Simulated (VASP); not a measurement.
# Ta4C3 (P4mm) in VASP: notebook

The runs below take Ta4C3 through single point, with PBEsol.

Everything below comes from runs of VASP 6.6.1. Logs are shortened: lines on timing, memory, paths and dates and some standing lists are left out, and cuts for length are marked.

## 1. The cell of the first run

The structure is tetragonal, space group P4mm (No. 99). The conventional cell has a = 4.403 Å, b = 4.403 Å, c = 4.403 Å, α = 90.00°, β = 90.00°, γ = 90.00°. Within 2.9 Å of Ta (site symmetry 4mm) lie 4 C at 2.20 Å. Ta (site symmetry 2mm) has 4 C at 2.20 Å and 2 Ta at 2.78 Å within 2.9 Å. Within 2.3 Å of Ta (site symmetry 4mm) lie 5 C at 1.70 to 2.26 Å. Within 2.3 Å of C (site symmetry 4mm) lie 5 Ta at 1.70 to 2.20 Å. C (site symmetry 2mm) has 6 Ta at 2.20 to 2.26 Å within 2.9 Å.

## 2. Single point, PBEsol (atom 4 (Ta) moved +0.500 Å towards its neighbour atom 5 (C) at 2.201 Å)

The input, INCAR:

```
PREC     = Accurate       # precision mode
ENCUT    = 520            # plane-wave cutoff, eV
EDIFF    = 1E-6           # SCF threshold, eV
ISMEAR   = 0              # smearing method
SIGMA    = 0.15           # smearing width, eV
LREAL    = F              # projectors in reciprocal space
LASPH    = T              # aspherical terms in the spheres
NELM     = 60             # most SCF steps
ALGO     = Normal         # electronic algorithm
ISIF     = 2              # what is computed and relaxed
LWAVE    = F              # write WAVECAR
LCHARG   = F              # write CHGCAR
GGA      = PS             # functional
NBANDS   = 37             # bands
```

The input, KPOINTS:

```
regular mesh
0
Gamma
  10 10 10
```

The input, POSCAR:

```
Ta4C3
1.0
    4.4026021986      0.0000000000      0.0000000000
    0.0000000000      4.4026021986      0.0000000000
    0.0000000000      0.0000000000      4.4026021986
Ta C
4 3
Direct
    0.0000000000      0.5000000000      0.5000000000
    0.5000000000      0.0000000000      0.5000000000
    0.5000000000      0.5000000000      0.0000000000
   -0.1135691978      0.0000000000      0.0000000000
    0.5000000000      0.0000000000      0.0000000000
    0.0000000000      0.5000000000      0.0000000000
    0.0000000000      0.0000000000      0.5000000000
```

Potentials or basis: VASP PAW PBE potentials, release 64 (Ta_pv, C).

Started as:

```console
cat potpaw_PBE.64/Ta_pv/POTCAR potpaw_PBE.64/C/POTCAR > POTCAR
mpirun -np 1 vasp_std > vasp.out
```

OUTCAR:

```text
PREC = Accurate
   ENCUT = 520
   EDIFF = 1E-6
   ISMEAR = 0
   LREAL = F
   LASPH = T
   NELM = 60
   ISIF = 2
   GGA = PS

 ion  position               nearest neighbor table
   1  0.000  0.500  0.500-   6 2.20   7 2.20   6 2.20   7 2.20   3 3.11   2 3.11   2 3.11   3 3.11
                             2 3.11   3 3.11   3 3.11   2 3.11   4 3.15   4 3.15   4 3.15   4 3.15
   2  0.500  0.000  0.500-   5 2.20   7 2.20   5 2.20   7 2.20   4 2.78   4 2.78   3 3.11   1 3.11
                             1 3.11   3 3.11   3 3.11   1 3.11   3 3.11   1 3.11   4 3.48   4 3.48
   3  0.500  0.500  0.000-   5 2.20   6 2.20   5 2.20   6 2.20   4 2.78   4 2.78   2 3.11   2 3.11
                             2 3.11   1 3.11   2 3.11   1 3.11   1 3.11   1 3.11   4 3.48   4 3.48
   4  0.886  0.000  0.000-   5 1.70   6 2.26   7 2.26   7 2.26   6 2.26   5 2.70   2 2.78   3 2.78
                             3 2.78   2 2.78   1 3.15   1 3.15   1 3.15   1 3.15   2 3.48   2 3.48
   5  0.500  0.000  0.000-   4 1.70   3 2.20   2 2.20   2 2.20   3 2.20   4 2.70
   6  0.000  0.500  0.000-   1 2.20   3 2.20   1 2.20   3 2.20   4 2.26   4 2.26
   7  0.000  0.000  0.500-   1 2.20   2 2.20   1 2.20   2 2.20   4 2.26   4 2.26

  LATTYP: Found a simple cubic cell.
 ALAT       =     4.4026021986

  Lattice vectors:

 A1 = (   4.4026021986,   0.0000000000,   0.0000000000)
 A2 = (   0.0000000000,   4.4026021986,   0.0000000000)
 A3 = (   0.0000000000,   0.0000000000,   4.4026021986)

Analysis of symmetry for initial positions (statically):
=====================================================================
 Subroutine PRICEL returns:
 Original cell was already a primitive cell.

 Routine SETGRP: Setting up the symmetry group for a
 simple cubic supercell.

 Subroutine GETGRP returns: Found  8 space group operations
 (whereof  8 operations were pure point group operations)
 out of a pool of 48 trial point group operations.

The static configuration has the point symmetry C_4v.

Analysis of symmetry for dynamics (positions and initial velocities):
=====================================================================
 Subroutine PRICEL returns:
 Original cell was already a primitive cell.

 Routine SETGRP: Setting up the symmetry group for a
 simple cubic supercell.

 Subroutine GETGRP returns: Found  8 space group operations
 (whereof  8 operations were pure point group operations)
 out of a pool of 48 trial point group operations.

The dynamic configuration has the point symmetry C_4v.

 Subroutine INISYM returns: Found  8 space group operations
 (whereof  8 operations are pure point group operations),
 and found     1 'primitive' translations

----------------------------------------------------------------------------------------

                                     Primitive cell

  volume of cell :      85.3352

  direct lattice vectors                    reciprocal lattice vectors
     4.402602199  0.000000000  0.000000000     0.227138396  0.000000000  0.000000000
     0.000000000  4.402602199  0.000000000     0.000000000  0.227138396  0.000000000
     0.000000000  0.000000000  4.402602199     0.000000000  0.000000000  0.227138396

  length of vectors
     4.402602199  4.402602199  4.402602199     0.227138396  0.227138396  0.227138396

  position of ions in fractional coordinates (direct lattice)
     0.000000000  0.500000000  0.500000000
     0.500000000  0.000000000  0.500000000
     0.500000000  0.500000000  0.000000000
     0.886430802  0.000000000  0.000000000
     0.500000000  0.000000000  0.000000000
     0.000000000  0.500000000  0.000000000
     0.000000000  0.000000000  0.500000000

  ion indices of the primitive-cell ions
   primitive index   ion index
                 1           1
                 2           2
                 3           3
                 4           4
                 5           5
                 6           6
                 7           7

----------------------------------------------------------------------------------------

 KPOINTS: regular mesh

Automatic generation of k-mesh.
 Grid dimensions read from file:
 generate k-points for:   10   10   10

 Generating k-lattice:

  Cartesian coordinates                     Fractional coordinates (reciprocal lattice)
     0.022713840  0.000000000  0.000000000     0.100000000  0.000000000  0.000000000
     0.000000000  0.022713840  0.000000000     0.000000000  0.100000000  0.000000000
     0.000000000  0.000000000  0.022713840     0.000000000  0.000000000  0.100000000

  Length of vectors
     0.022713840  0.022713840  0.022713840

  Shift w.r.t. Gamma in fractional coordinates (k-lattice)
     0.000000000  0.000000000  0.000000000

 Subroutine IBZKPT returns following result:
 ===========================================

 Found    126 irreducible k-points:

 Following reciprocal coordinates:
            Coordinates               Weight
  0.000000  0.000000  0.000000      1.000000
  0.100000  0.000000  0.000000      2.000000
  0.000000  0.100000  0.000000      4.000000
  0.200000  0.000000  0.000000      2.000000
  0.000000  0.200000  0.000000      4.000000
  0.300000  0.000000  0.000000      2.000000
[... 16 lines left out ...]
  0.500000  0.100000  0.000000      4.000000
  0.000000  0.500000  0.100000      4.000000
 [... further k-points ...]
   k-points           NKPTS =    126   k-points in BZ     NKDIM =    126   number of bands    NBANDS=     37
   number of dos      NEDOS =    301   number of ions     NIONS =      7
   total plane-waves  NPLWV =  46656
   dimension x,y,z NGX =    36 NGY =   36 NGZ =   36
   dimension x,y,z NGXF=    72 NGYF=   72 NGZF=   72
   ions per type =               4   3
   NGX,Y,Z   is equivalent  to a cutoff of  13.59, 13.59, 13.59 a.u.
   NGXF,Y,Z  is equivalent  to a cutoff of  27.19, 27.19, 27.19 a.u.
 SYSTEM =  unknown system
   PREC   = accura    normal or accurate (medium, high low for compatibility)
   ISTART =      0    job   : 0-new  1-cont  2-samecut
   ICHARG =      2    charge: 1-file 2-atom 10-const
   ISPIN  =      1    spin polarized calculation?
   LNONCOLLINEAR =      F non collinear calculations
   LSORBIT =      F    spin-orbit coupling
   LASPH  =      T    aspherical Exc in radial PAW
   ENCUT  =  520.0 eV  38.22 Ry    6.18 a.u.   8.19  8.19  8.19*2*pi/ulx,y,z
   NELM   =     60;   NELMIN=  2; NELMDL= -5     # of ELM steps
   EDIFF  = 0.1E-05   stopping-criterion for ELM
   LREAL  =      F    real-space projection
   EDIFFG = 0.1E-04   stopping-criterion for IOM
   NSW    =      0    number of steps for IOM
   IBRION =     -1    ionic relax: 0-MD 1-quasi-New 2-CG
   NFREE  =      0    steps in history (QN), initial steepest desc. (CG)
   ISIF   =      2    stress and relaxation
   ISYM   =      2    0-nonsym 1-usesym 2-fastsym
   POTIM  = 0.5000    time-step for ionic-motion
   TEBEG  =    0.0;   TEEND  =   0.0 temperature during run
   PSTRESS=    0.0 pullay stress
   NELECT =      56.0000    total number of electrons
   NUPDOWN=      -1.0000    fix difference up-down
   EMIN   =  10.00;   EMAX   =-10.00  energy-range for DOS
   EFERMI =   0.00;   METHOD = LEGACY
   ISMEAR =     0;   SIGMA  =   0.15  broadening in eV -4-tet -1-fermi 0-gaus
   EFERMI_NEDOS =   21; number of points for ismear=-14 and -15
   IALGO  =     38    algorithm
   IMIX   =      4    mixing-type and parameters
     AMIX     =   0.40;   BMIX     =  1.00
     AMIX_MAG =   1.60;   BMIX_MAG =  1.00
  volume/ion in A,a.u.               =      12.19        82.27
  Fermi-wavevector in a.u.,A,eV,Ry     =   1.422639  2.688398 27.536857  2.023902
  Thomas-Fermi vector in A             =   2.543321
   LORBIT       =      0    0 simple, 1 ext, 2 COOP (PROOUT), +10 PAW based schemes
   GGA     = PS    functional components
   LHFCALC =     F    Hartree Fock is set to
   AEXX    =    0.0000 exact exchange contribution
   IVDW    =     0    specifies the selected vdW correction
   LEPSILON=     F    determine dielectric tensor
   LRPA    =     F    only Hartree local field effects (RPA)
 non-spin polarized calculation
 Gauss-broadening in eV      SIGMA  =   0.15
  energy-cutoff  :      520.00
  volume of cell :       85.34
 maximum number of plane-waves:      2325
 NGX is ok and might be reduce to    36
   NGX = 17   NGY = 17   NGZ = 17

 number of electron      56.0000019 magnetization

 Free energy of the ion-electron system (eV)
  ---------------------------------------------------
  ext. energy  EPLUGINS =         0.00000000
  ---------------------------------------------------
  free energy    TOTEN  =       -79.49561429 eV

  energy without entropy =      -79.46125389  energy(sigma->0) =      -79.47843409

 E-fermi :   6.9924     XC(G=0): -13.0612

 val. band max:        6.9910045688   @ k =   0.1000   0.3000   0.1000
 cond. band min:       6.9946384514   @ k =   0.2000   0.1000   0.5000
 fundamental gap:      0.0036338826
 Fermi energy:         6.9923866807

 k-point     1 :       0.0000    0.0000    0.0000
  band No.  band energies     occupation
      1     -28.1124      2.00000
      2     -27.9375      2.00000
      3     -27.9375      2.00000
      4     -27.4639      2.00000
      5     -27.4639      2.00000
      6     -27.4419      2.00000
[... 29 lines left out ...]
     36      11.2691      0.00000
     37      11.7632      0.00000

 k-point     2 :       0.1000    0.0000    0.0000
  band No.  band energies     occupation
      1     -28.1063      2.00000
      2     -27.9310      2.00000
      3     -27.9310      2.00000
      4     -27.4647      2.00000
      5     -27.4647      2.00000
      6     -27.4388      2.00000
[... 29 lines left out ...]
     36      11.3303      0.00000
     37      11.9242      0.00000
[... 838 lines left out ...]
     36      11.2093      0.00000
     37      11.6622      0.00000

 k-point    24 :       0.0000    0.5000    0.1000
  band No.  band energies     occupation
      1     -28.2152      2.00000
      2     -27.8212      2.00000
      3     -27.7259      2.00000
      4     -27.5314      2.00000
      5     -27.5091      2.00000
      6     -27.4150      2.00000
[... 29 lines left out ...]
     36      10.7693      0.00000
     37      10.8430      0.00000

 [... further k-points ...]

------------------------ aborting loop because EDIFF is reached ----------------------------------------

  FORCE on cell =-STRESS in cart. coord.  units (eV):
  Direction    XX          YY          ZZ          XY          YZ          ZX
  --------------------------------------------------------------------------------------
  -------------------------------------------------------------------------------------
  Total       24.0111313      3.1702602      3.1702602     -0.0000000      0.0000000      0.0000000
  in kB      450.8113754     59.5219505     59.5219505     -0.0000000      0.0000000      0.0000000
  external PRESSURE =     189.9517588 kB  Pullay stress =       0.0000000 kB

 VOLUME and BASIS-vectors are now :
 -----------------------------------------------------------------------------
  energy-cutoff  :      520.00
  volume of cell :       85.34
      direct lattice vectors                 reciprocal lattice vectors
     4.402602199  0.000000000  0.000000000     0.227138396  0.000000000  0.000000000
     0.000000000  4.402602199  0.000000000     0.000000000  0.227138396  0.000000000
     0.000000000  0.000000000  4.402602199     0.000000000  0.000000000  0.227138396

 POSITION                                       TOTAL-FORCE (eV/Angst)
 -----------------------------------------------------------------------------------
      0.00000      2.20130      2.20130        -0.081979     -0.000000      0.000000
      2.20130      0.00000      2.20130        -2.385830     -0.000000      0.000000
      2.20130      2.20130      0.00000        -2.385830     -0.000000      0.000000
      3.90260      0.00000      0.00000        17.755964      0.000000     -0.000000
      2.20130      0.00000      0.00000       -11.482155     -0.000000      0.000000
      0.00000      2.20130      0.00000        -0.710086     -0.000000      0.000000
      0.00000      0.00000      2.20130        -0.710086     -0.000000      0.000000
 -----------------------------------------------------------------------------------
    total drift:                                0.000383      0.000000     -0.000000

  FREE ENERGIE OF THE ION-ELECTRON SYSTEM (eV)
  ---------------------------------------------------
  free  energy   TOTEN  =       -79.4956142932 eV

  energy  without entropy=      -79.4612538890  energy(sigma->0) =      -79.47843409
```

Run time: 2.3 min. Hardware: 1 thread of Intel Xeon 6975P-C (Granite Rapids), shared host; peak memory 0.42 GiB.

Results:

```yaml
Free_energy: -79.4956 eV
Pressure: 19.0 GPa
Largest_force: 17.756 eV/Å
Band_gap_on_the_k_mesh: zero (bands 28 and 29 overlap by 0.90 eV)
```

Forces in eV/Å, atoms in the order of the input:
```
Ta   -0.082   0.000   0.000
Ta   -2.386   0.000   0.000
Ta   -2.386   0.000   0.000
Ta   17.756   0.000   0.000
C   -11.482   0.000   0.000
C    -0.710   0.000   0.000
C    -0.710   0.000   0.000
```

Stress tensor (GPa, compression positive):
```
45.08  0.00  0.00
 0.00  5.95  0.00
 0.00  0.00  5.95
```

Levels at points of the mesh, in eV from the Fermi level:
```tsv
k point	band 24	band 25	band 26	band 27	band 28	band 29	band 30	band 31	band 32	band 33
(0.00, 0.00, 0.00)	-2.20	-1.53	-1.25	-0.58	-0.58	-0.06	0.54	0.54	1.66	2.54
(0.50, 0.00, 0.00)	-3.04	-1.67	-1.64	-1.64	0.06	0.06	0.80	1.46	1.46	1.80
(0.00, 0.50, 0.00)	-2.71	-2.03	-2.00	-0.83	0.27	0.41	0.84	1.39	2.41	2.53
(0.50, 0.50, 0.00)	-3.78	-1.81	-1.77	-0.36	-0.30	0.76	2.08	2.64	2.66	3.14
(0.00, 0.50, 0.50)	-3.41	-1.85	-1.68	-0.51	-0.51	1.18	1.61	1.94	1.94	2.20
(0.50, 0.50, 0.50)	-4.44	-1.11	-1.11	-0.89	-0.29	2.19	3.57	3.59	3.59	3.90
```

Caveat: the cell differs from its parent crystal (atom 4 (Ta) moved +0.500 Å towards its neighbour atom 5 (C) at 2.201 Å); the cell stands under pressure; the PAW data sets were made with another functional, which shifts forces and pressure a little; spin-orbit coupling is left out, which moves the levels of the heavy elements.

(Part 1 of 2 ends here.)
